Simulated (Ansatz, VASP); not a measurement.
## Os: VASP beside Ansatz

POSCAR

```
Os
1.0
    2.7393806551      0.0000000000      0.0000000000
   -1.3696903275      2.3723732379      0.0000000000
    0.0000000000      0.0000000000      4.3138178725
Os
2
Direct
    0.3333333333      0.6666666667      0.2500000000
    0.6666666667      0.3333333333      0.7500000000
```

Contents of INCAR.step1:

```
SYSTEM = Os
PREC = Accurate
ENCUT = 520
ISMEAR = 1
SIGMA = 0.1
LREAL = .False.
LASPH = .True.
NELM = 60
NBANDS = 15
GGA = PE
ALGO = Normal
EDIFF = 1E-4
LWAVE = .True.
LCHARG = .False.
```

File INCAR.step2:

```
SYSTEM = Os
PREC = Accurate
ENCUT = 520
EDIFF = 1E-7
ISMEAR = 1
SIGMA = 0.1
LREAL = .False.
LASPH = .True.
NELM = 60
ALGO = Normal
ISIF = 2
LWAVE = .False.
LCHARG = .False.
METAGGA = R2SCAN
LMIXTAU = .True.
NBANDS = 15
ISTART = 1
```

The input KPOINTS:

```
regular mesh
0
Gamma
  13 13 7
  0 0 0
```

Input for Ansatz:

```yaml
crystal:
  lattice:
    - [2.7393806551, 0.0, 0.0]
    - [-1.3696903275, 2.3723732379, 0.0]
    - [0.0, 0.0, 4.3138178725]
  atoms:
    - { symbol: Os, position: [0.3333333333, 0.6666666667, 0.25] }
    - { symbol: Os, position: [0.6666666667, 0.3333333333, 0.75] }
hamiltonian:
  xc: r2scan
  pseudopotentials:
    kind: paw
    azcp:
      Os: "pseudopotentials/Os.paw.azcp"
basis:
  ecutwfc: 500
  fft_grid_basis: typed
kpoints:
  mp_grid: { grid: [13, 13, 7], shift: [0, 0, 0] }
magnetization:
  spin_polarized: false
scf:
  occupations: { method: methfessel_paxton, width: 0.1 }
  lower_state_search: "off"
output:
  stress: true
  write_density: true
  write_potential: true
  elf: true
  volumetric_format: npy
```

Alike in both runs: task single point; functional r2SCAN; k mesh 13 × 13 × 7; occupations methfessel-paxton of order 1, width 0.1 eV; no spin polarisation.

```csv
,VASP,Ansatz
version,VASP 6.6.1,Ansatz 0.2.0
potentials or method,"VASP PAW PBE potentials, release 64 (Os), cutoff 520 eV","plane waves (500 eV) with PAW, scalar-relativistic"
valence electrons in the cell,16,32
```

```csv
,VASP,Ansatz,Ansatz less VASP
pressure (GPa),0.8,-0.3,-1.04
"traceless stress, the component that is largest in VASP (GPa)",-0.05,-0.09,-0.039
```

VASP's potentials were made for PBE, not for r2SCAN. VASP's potentials hold 16 valence electrons a cell and Ansatz's 32, so a difference there can come from the potentials and not from the codes.

Spin-orbit coupling is off throughout.
